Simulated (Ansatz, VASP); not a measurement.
## GaAs in VASP and in Ansatz

Contents of INCAR:

```
PREC = Accurate ; ENCUT = 520
EDIFF = 1E-8 ; ISMEAR = -1
SIGMA = 0.05 ; LREAL = False
LASPH = True ; NELM = 100
ALGO = Normal ; ISIF = 2
LWAVE = False ; LCHARG = False
GGA = PE ; LEFG = True
NBANDS = 16
```

Contents of KPOINTS:

```
Automatic mesh
0
Gamma
  11 11 11
```

The input POSCAR:

```
GaAs
1.0
    0.0000000000      2.8268500000      2.8551185000
    2.8268500000      0.0000000000      2.8551185000
    2.8268500000      2.8268500000      0.0000000000
Ga As
1 1
Direct
    0.0000000000      0.0000000000      0.0000000000
    0.7500000000      0.7500000000      0.7500000000
```

Input for Ansatz:

```yaml
crystal:
  lattice:
    - [0.0, 2.82685, 2.8551185]
    - [2.82685, 0.0, 2.8551185]
    - [2.82685, 2.82685, 0.0]
  atoms:
    - { symbol: Ga, position: [0.0, 0.0, 0.0] }
    - { symbol: As, position: [0.75, 0.75, 0.75] }
kpoints:
  mp_grid: { grid: [11, 11, 11] }
scf:
  occupations: { method: fermi_dirac, width: 0.05 }
hamiltonian:
  xc: pbe
  pseudopotentials: { kind: paw }
output:
  forces: true
  stress: true
  eigenvalues: true
  efg: { contact_densities: true }
```

Change from the starting cell: zz strain of +1 %, PAW files.

Alike in both runs: task electric field gradients; functional PBE; k mesh 11 × 11 × 11; occupations fermi-dirac, width 0.05 eV; no spin polarisation.

|  | VASP | Ansatz |
| --- | --- | --- |
| version | VASP 6.6.1 | Ansatz 0.2.0 |
| potentials or method | VASP PAW PBE potentials, release 64 (Ga_d, As) | PAW with Ansatz's default frozen-core files, scalar-relativistic |
| plane-wave cutoff (eV) | 520 | 420 |
| valence electrons in the cell | 18 | 28 |

```csv
,VASP,Ansatz,Ansatz less VASP
pressure (GPa),2.7,2.6,-0.19
"traceless stress, the component that is largest in VASP (GPa)",-0.39,-0.40,-0.002
size of Vzz on the site where it differs most (V/Å²),1.6,1.8,+0.25
```

VASP's potentials hold 18 valence electrons a cell and Ansatz's 28, so a difference there can come from the potentials and not from the codes.
